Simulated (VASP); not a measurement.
# LiCl (Fm-3m) in VASP: notebook, part 3 of 3

VASP 6.6.1. Earlier steps stand in the parts before.

### Step 5. Single point, r2SCAN (volume scaled by 0.97)

Input file POSCAR:

```
LiCl
1.0
    0.0000000000      2.5303805480      2.5303805480
    2.5303805480      0.0000000000      2.5303805480
    2.5303805480      2.5303805480      0.0000000000
Li Cl
1 1
Direct
    0.0000000000      0.0000000000      0.0000000000
    0.5000000000      0.5000000000      0.5000000000
```

Input file INCAR.step1:

```
PREC = Accurate ; ENCUT = 520
ISMEAR = 0 ; SIGMA = 0.02
LREAL = False ; LASPH = True
NELM = 60 ; NBANDS = 12
GGA = PE ; ALGO = Normal
EDIFF = 1E-4 ; LWAVE = True
LCHARG = False
```

Input file INCAR.step2:

```
PREC = Accurate ; ENCUT = 520
EDIFF = 1E-6 ; ISMEAR = 0
SIGMA = 0.02 ; LREAL = False
LASPH = True ; NELM = 60
ALGO = Normal ; ISIF = 2
LWAVE = False ; LCHARG = True
METAGGA = R2SCAN ; LMIXTAU = True
LELF = True ; LVHAR = True
NBANDS = 12 ; ISTART = 1
```

Input file KPOINTS:

```
regular mesh
0
Gamma
  8 8 8
```

Potentials or basis: VASP PAW PBE potentials, release 64 (Li_sv, Cl).

The run is started by

```
$ cat potpaw_PBE.64/Li_sv/POTCAR potpaw_PBE.64/Cl/POTCAR > POTCAR
$ cp INCAR.step1 INCAR
$ mpirun -np 1 vasp_std > vasp.out
$ cp INCAR.step2 INCAR
$ mpirun -np 1 vasp_std > vasp.out
```

OUTCAR:

```text
PREC = Accurate
   ENCUT = 520
   EDIFF = 1E-6
   ISMEAR = 0
   LREAL = False
   LASPH = True
   NELM = 60
   ISIF = 2
   METAGGA = R2SCAN
   ISTART = 1

 ion  position               nearest neighbor table
   1  0.000  0.000  0.000-   2 2.53   2 2.53   2 2.53   2 2.53   2 2.53   2 2.53
   2  0.500  0.500  0.500-   1 2.53   1 2.53   1 2.53   1 2.53   1 2.53   1 2.53

  LATTYP: Found a face centered cubic cell.
 ALAT       =     5.0607610960

  Lattice vectors:

 A1 = (   0.0000000000,   2.5303805480,   2.5303805480)
 A2 = (   2.5303805480,   0.0000000000,   2.5303805480)
 A3 = (   2.5303805480,   2.5303805480,   0.0000000000)

Analysis of symmetry for initial positions (statically):
=====================================================================
 Subroutine PRICEL returns:
 Original cell was already a primitive cell.

 Routine SETGRP: Setting up the symmetry group for a
 face centered cubic supercell.

 Subroutine GETGRP returns: Found 48 space group operations
 (whereof 48 operations were pure point group operations)
 out of a pool of 48 trial point group operations.

The static configuration has the point symmetry O_h .

Analysis of symmetry for dynamics (positions and initial velocities):
=====================================================================
 Subroutine PRICEL returns:
 Original cell was already a primitive cell.

 Routine SETGRP: Setting up the symmetry group for a
 face centered cubic supercell.

 Subroutine GETGRP returns: Found 48 space group operations
 (whereof 48 operations were pure point group operations)
 out of a pool of 48 trial point group operations.

The dynamic configuration has the point symmetry O_h .

 Subroutine INISYM returns: Found 48 space group operations
 (whereof 48 operations are pure point group operations),
 and found     1 'primitive' translations

----------------------------------------------------------------------------------------

                                     Primitive cell

  volume of cell :      32.4032

  direct lattice vectors                    reciprocal lattice vectors
     0.000000000  2.530380548  2.530380548    -0.197598737  0.197598737  0.197598737
     2.530380548  0.000000000  2.530380548     0.197598737 -0.197598737  0.197598737
     2.530380548  2.530380548  0.000000000     0.197598737  0.197598737 -0.197598737

  length of vectors
     3.578498489  3.578498489  3.578498489     0.342251052  0.342251052  0.342251052

  position of ions in fractional coordinates (direct lattice)
     0.000000000  0.000000000  0.000000000
     0.500000000  0.500000000  0.500000000

  ion indices of the primitive-cell ions
   primitive index   ion index
                 1           1
                 2           2

----------------------------------------------------------------------------------------

 KPOINTS: regular mesh

Automatic generation of k-mesh.
 Grid dimensions read from file:
 generate k-points for:    8    8    8

 Generating k-lattice:

  Cartesian coordinates                     Fractional coordinates (reciprocal lattice)
    -0.024699842  0.024699842  0.024699842     0.125000000  0.000000000  0.000000000
     0.024699842 -0.024699842  0.024699842     0.000000000  0.125000000  0.000000000
     0.024699842  0.024699842 -0.024699842     0.000000000  0.000000000  0.125000000

  Length of vectors
     0.042781381  0.042781381  0.042781381

  Shift w.r.t. Gamma in fractional coordinates (k-lattice)
     0.000000000  0.000000000  0.000000000

 Subroutine IBZKPT returns following result:
 ===========================================

 Found     29 irreducible k-points:

 Following reciprocal coordinates:
            Coordinates               Weight
  0.000000  0.000000  0.000000      1.000000
  0.125000  0.000000  0.000000      8.000000
  0.250000  0.000000  0.000000      8.000000
  0.375000  0.000000  0.000000      8.000000
  0.500000  0.000000  0.000000      4.000000
  0.125000  0.125000  0.000000      6.000000
[... 16 lines left out ...]
  0.500000  0.250000  0.125000     48.000000
 -0.375000  0.250000  0.125000     24.000000
 [... further k-points ...]
   k-points           NKPTS =     29   k-points in BZ     NKDIM =     29   number of bands    NBANDS=     12
   number of dos      NEDOS =    301   number of ions     NIONS =      2
   total plane-waves  NPLWV =  21952
   dimension x,y,z NGX =    28 NGY =   28 NGZ =   28
   dimension x,y,z NGXF=    56 NGYF=   56 NGZF=   56
   ions per type =               1   1
   NGX,Y,Z   is equivalent  to a cutoff of  13.01, 13.01, 13.01 a.u.
   NGXF,Y,Z  is equivalent  to a cutoff of  26.02, 26.02, 26.02 a.u.
 SYSTEM =  unknown system
   PREC   = accura    normal or accurate (medium, high low for compatibility)
   ISTART =      1    job   : 0-new  1-cont  2-samecut
   ICHARG =      0    charge: 1-file 2-atom 10-const
   ISPIN  =      1    spin polarized calculation?
   LNONCOLLINEAR =      F non collinear calculations
   LSORBIT =      F    spin-orbit coupling
   LASPH  =      T    aspherical Exc in radial PAW
   ENCUT  =  520.0 eV  38.22 Ry    6.18 a.u.   6.65  6.65  6.65*2*pi/ulx,y,z
   NELM   =     60;   NELMIN=  2; NELMDL=  0     # of ELM steps
   EDIFF  = 0.1E-05   stopping-criterion for ELM
   LREAL  =      F    real-space projection
   EDIFFG = 0.1E-04   stopping-criterion for IOM
   NSW    =      0    number of steps for IOM
   IBRION =     -1    ionic relax: 0-MD 1-quasi-New 2-CG
   NFREE  =      0    steps in history (QN), initial steepest desc. (CG)
   ISIF   =      2    stress and relaxation
   ISYM   =      2    0-nonsym 1-usesym 2-fastsym
   POTIM  = 0.5000    time-step for ionic-motion
   TEBEG  =    0.0;   TEEND  =   0.0 temperature during run
   PSTRESS=    0.0 pullay stress
   NELECT =      10.0000    total number of electrons
   NUPDOWN=      -1.0000    fix difference up-down
   EMIN   =  10.00;   EMAX   =-10.00  energy-range for DOS
   EFERMI =   0.00;   METHOD = LEGACY
   ISMEAR =     0;   SIGMA  =   0.02  broadening in eV -4-tet -1-fermi 0-gaus
   EFERMI_NEDOS =   21; number of points for ismear=-14 and -15
   IALGO  =     38    algorithm
   IMIX   =      4    mixing-type and parameters
     AMIX     =   0.40;   BMIX     =  1.00
     AMIX_MAG =   1.60;   BMIX_MAG =  1.00
  volume/ion in A,a.u.               =      16.20       109.33
  Fermi-wavevector in a.u.,A,eV,Ry     =   1.106315  2.090633 16.652632  1.223934
  Thomas-Fermi vector in A             =   2.242815
   LORBIT       =      0    0 simple, 1 ext, 2 COOP (PROOUT), +10 PAW based schemes
   METAGGA = R2SCAN    functional components
   LHFCALC =     F    Hartree Fock is set to
   AEXX    =    0.0000 exact exchange contribution
   IVDW    =     0    specifies the selected vdW correction
   LEPSILON=     F    determine dielectric tensor
   LRPA    =     F    only Hartree local field effects (RPA)
 non-spin polarized calculation
 Gauss-broadening in eV      SIGMA  =   0.02
  energy-cutoff  :      520.00
  volume of cell :       32.40
 maximum number of plane-waves:       893
   NGX = 13   NGY = 13   NGZ = 13

 number of electron       9.9999996 magnetization

 Free energy of the ion-electron system (eV)
  ---------------------------------------------------
  ext. energy  EPLUGINS =         0.00000000
  ---------------------------------------------------
  free energy    TOTEN  =       -12.58692939 eV

  energy without entropy =      -12.58692939  energy(sigma->0) =      -12.58692939

 E-fermi :   0.5956     XC(G=0):  -9.3510

 val. band max:        0.5036120298   @ k =   0.0000   0.0000   0.0000
 cond. band min:       8.0703245966   @ k =   0.0000   0.0000   0.0000
 fundamental gap:      7.5667125668
 Fermi energy:         0.5955761146

 k-point     1 :       0.0000    0.0000    0.0000
  band No.  band energies     occupation
      1     -44.2571      2.00000
      2     -13.6297      2.00000
      3       0.5036      2.00000
      4       0.5036      2.00000
      5       0.5036      2.00000
      6       8.0703      0.00000
      7      13.1956      0.00000
      8      13.1956      0.00000
      9      13.1956      0.00000
     10      15.9891      0.00000
     11      15.9891      0.00000
     12      16.6287      0.00000
[... 331 lines left out ...]
 k-point    24 :      -0.3750    0.2500    0.1250
  band No.  band energies     occupation
      1     -44.2533      2.00000
      2     -12.8597      2.00000
      3      -2.2267      2.00000
      4      -0.9109      2.00000
      5      -0.1341      2.00000
      6       9.6159      0.00000
      7      10.7373      0.00000
      8      12.0324      0.00000
      9      13.5344      0.00000
     10      17.2029      0.00000
     11      18.1485      0.00000
     12      19.9737      0.00000

 [... further k-points ...]
[... 5 lines left out ...]
  --------------------------------------------------------------------------------------
  -------------------------------------------------------------------------------------
  Total        0.1268107      0.1268107      0.1268107      0.0000000      0.0000000      0.0000000
  in kB        6.2701672      6.2701672      6.2701672      0.0000000      0.0000000      0.0000000
  external PRESSURE =       6.2701672 kB  Pullay stress =       0.0000000 kB

 VOLUME and BASIS-vectors are now :
 -----------------------------------------------------------------------------
  energy-cutoff  :      520.00
  volume of cell :       32.40
      direct lattice vectors                 reciprocal lattice vectors
     0.000000000  2.530380548  2.530380548    -0.197598737  0.197598737  0.197598737
     2.530380548  0.000000000  2.530380548     0.197598737 -0.197598737  0.197598737
     2.530380548  2.530380548  0.000000000     0.197598737  0.197598737 -0.197598737

 POSITION                                       TOTAL-FORCE (eV/Angst)
 -----------------------------------------------------------------------------------
      0.00000      0.00000      0.00000         0.000000      0.000000      0.000000
      2.53038      2.53038      2.53038        -0.000000     -0.000000     -0.000000
 -----------------------------------------------------------------------------------
    total drift:                                0.000000      0.000000      0.000000

  FREE ENERGIE OF THE ION-ELECTRON SYSTEM (eV)
  ---------------------------------------------------
  free  energy   TOTEN  =       -12.5869293865 eV

  energy  without entropy=      -12.5869293865  energy(sigma->0) =      -12.58692939
```

OUTCAR.step1:

```text
PREC = Accurate
   ENCUT = 520
   ISMEAR = 0
   LREAL = False
   LASPH = True
[... 583 lines left out ...]
      0.00000      0.00000      0.00000        -0.000000      0.000000      0.000000
      2.53038      2.53038      2.53038         0.000000     -0.000000     -0.000000
 -----------------------------------------------------------------------------------
    total drift:                                0.000000      0.000000      0.000000

  FREE ENERGIE OF THE ION-ELECTRON SYSTEM (eV)
  ---------------------------------------------------
  free  energy   TOTEN  =        -7.3765703826 eV

  energy  without entropy=       -7.3765703826  energy(sigma->0) =       -7.37657038
```

Run time: 49 s. Hardware: 1 thread of Intel Xeon 6975P-C, shared host; peak memory 0.16 GiB.

What came out:

```
Free energy            : -12.5869 eV
Band gap on the k mesh : 7.57 eV, direct
```

Caveat: the cutoff is under 1.25 times the usual one of these potentials, so pressure, stress and relaxed cells hold a basis-set (Pulay) error; the PAW data sets were made with another functional, which shifts forces and pressure a little.

### Step 6. Single point, r2SCAN

Input file POSCAR:

```
LiCl
1.0
    0.0000000000      2.5562025412      2.5562025412
    2.5562025412      0.0000000000      2.5562025412
    2.5562025412      2.5562025412      0.0000000000
Li Cl
1 1
Direct
    0.0000000000      0.0000000000      0.0000000000
    0.5000000000      0.5000000000      0.5000000000
```

Input file INCAR.step1:

```
PREC = Accurate
ENCUT = 520
ISMEAR = 0
SIGMA = 0.02
LREAL = F
LASPH = T
NELM = 100
NBANDS = 12
GGA = PE
ALGO = Normal
EDIFF = 1E-4
LWAVE = T
LCHARG = F
```

Input file INCAR.step2:

```
PREC = Accurate
ENCUT = 520
EDIFF = 1E-6
ISMEAR = 0
SIGMA = 0.02
LREAL = F
LASPH = T
NELM = 100
ALGO = Normal
ISIF = 2
LWAVE = F
LCHARG = F
METAGGA = R2SCAN
LMIXTAU = T
NBANDS = 12
ISTART = 1
```

Input file KPOINTS:

```
Automatic mesh
0
Gamma
  8 8 8
```

Potentials or basis: VASP PAW PBE potentials, release 64 (Li_sv, Cl).

The run is started by

```
$ cat potpaw_PBE.64/Li_sv/POTCAR potpaw_PBE.64/Cl/POTCAR > POTCAR
$ cp INCAR.step1 INCAR
$ mpirun -np 1 vasp_std > vasp.out
$ cp INCAR.step2 INCAR
$ mpirun -np 1 vasp_std > vasp.out
```

It took 53 s on 1 thread of Intel Xeon 6975P-C, shared host; peak memory 0.16 GiB.

Results (log left out):

| Property | Result |
| --- | --- |
| Free energy | -12.5881 eV |
| Band gap on the k mesh | 7.36 eV, direct |

Levels at points of the mesh, in eV from the valence-band top:
```
           k point  band 3  band 4  band 5  band 6  band 7  band 8
(0.00, 0.00, 0.00)    0.00    0.00    0.00    7.36   12.67   12.67
(0.50, 0.00, 0.00)   -2.88   -0.28   -0.28    7.55   10.32   10.32
(0.50, 0.50, 0.00)   -2.98   -1.14   -1.14    8.79    8.91   13.66
```

Caveat: the cutoff is under 1.25 times the usual one of these potentials, so pressure, stress and relaxed cells hold a basis-set (Pulay) error; the PAW data sets were made with another functional, which shifts forces and pressure a little.

### Step 7. Summary

| task | cell | cutoff (eV) | gap on the mesh (eV) |
| --- | --- | --- | --- |
| single point | a = 3.615 Å, angles 60.0°, 2 atoms | 520 | 7.36 |
| relaxation of cell and atoms | relaxed from a = 3.627 Å, angles 60.0°, 2 atoms | 600 | 7.46 |
| single point | a = 3.541 Å, angles 60.0°, 2 atoms | 520 | 7.62 |
| single point | a = 3.578 Å, angles 60.0°, 2 atoms | 520 | 7.57 |

Alike in all rows: level r2SCAN; potentials or basis VASP PAW PBE potentials, release 64 (Li_sv, Cl); no spin polarisation; k mesh 8 × 8 × 8; smearing gaussian 0.02 eV.

Caveats: the cutoff is under 1.25 times the usual one of these potentials, so pressure, stress and relaxed cells hold a basis-set (Pulay) error; the PAW data sets were made with another functional, which shifts forces and pressure a little.

Absolute energies hang on the potentials; compare differences alone.
